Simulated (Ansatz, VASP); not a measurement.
**One calculation of Si, two programs**

Contents of INCAR:

```
SYSTEM = Si
PREC = Accurate ; ENCUT = 520
EDIFF = 1E-6 ; ISMEAR = 0
SIGMA = 0.15 ; LREAL = .False.
LASPH = .True. ; NELM = 100
ALGO = Normal ; ISIF = 2
LWAVE = .False. ; LCHARG = .False.
GGA = PS ; NBANDS = 26
```

KPOINTS

```
Automatic mesh
0
Gamma
  10 10 10
  0 0 0
```

Contents of POSCAR:

```
Si
1.0
   -3.2093476675      3.2093476675      3.2093476675
    3.2093476675     -3.2093476675      3.2093476675
    3.2093476675      3.2093476675     -3.2093476675
Si
8
Direct
    0.2047947401      0.2047947401      0.2047947401
    0.5000000000      0.0000000000      0.2952052599
    0.2952052599      0.5000000000      0.0000000000
    0.0000000000      0.2952052599      0.5000000000
    0.7952052599      0.7952052599      0.7952052599
    0.5000000000      0.0000000000      0.7047947401
    0.7047947401      0.5000000000      0.0000000000
    0.0000000000      0.7047947401      0.5000000000
```

Input for Ansatz:

```yaml
crystal:
  lattice:
    - [-3.2093476675, 3.2093476675, 3.2093476675]
    - [3.2093476675, -3.2093476675, 3.2093476675]
    - [3.2093476675, 3.2093476675, -3.2093476675]
  atoms:
    - { symbol: Si, position: [0.2047947401, 0.2047947401, 0.2047947401] }
    - { symbol: Si, position: [0.5, 0.0, 0.2952052599] }
    - { symbol: Si, position: [0.2952052599, 0.5, 0.0] }
    - { symbol: Si, position: [0.0, 0.2952052599, 0.5] }
    - { symbol: Si, position: [0.7952052599, 0.7952052599, 0.7952052599] }
    - { symbol: Si, position: [0.5, 0.0, 0.7047947401] }
    - { symbol: Si, position: [0.7047947401, 0.5, 0.0] }
    - { symbol: Si, position: [0.0, 0.7047947401, 0.5] }
basis:
  ecutwfc: 420
kpoints:
  mp_grid: { grid: [10, 10, 10] }
hamiltonian:
  xc: pbesol
  pseudopotentials: { kind: paw, azcp: { folder: soft_1 } }
scf:
  occupations: { method: gaussian, width: 0.15 }
output:
  forces: true
  stress: true
  eigenvalues: true
```

Alike in both runs: task single point; functional PBEsol; k mesh 10 × 10 × 10; occupations gaussian, width 0.15 eV; no spin polarisation.

|  | VASP | Ansatz |
| --- | --- | --- |
| version | VASP 6.6.1 | Ansatz 0.2.0 |
| potentials or method | VASP PAW PBE potentials, release 64 (Si), cutoff 520 eV | scalar-relativistic, plane waves, PAW |
| valence electrons in the cell | 32 | 32 |

```csv
,VASP,Ansatz,Ansatz less VASP
gap on the k mesh at the Fermi level (eV),none,none,-
pressure (GPa),10.5,10.3,-0.15
rms of the force components (eV/Å),0.236,0.229,-0.0063
```

VASP's potentials were made for PBE, not for PBEsol, and Ansatz warns of the same on its side. Atom by atom the forces differ by 0.006 eV/Å (rms over components). A gap of «none» marks a metal or a gap that the smearing closes.
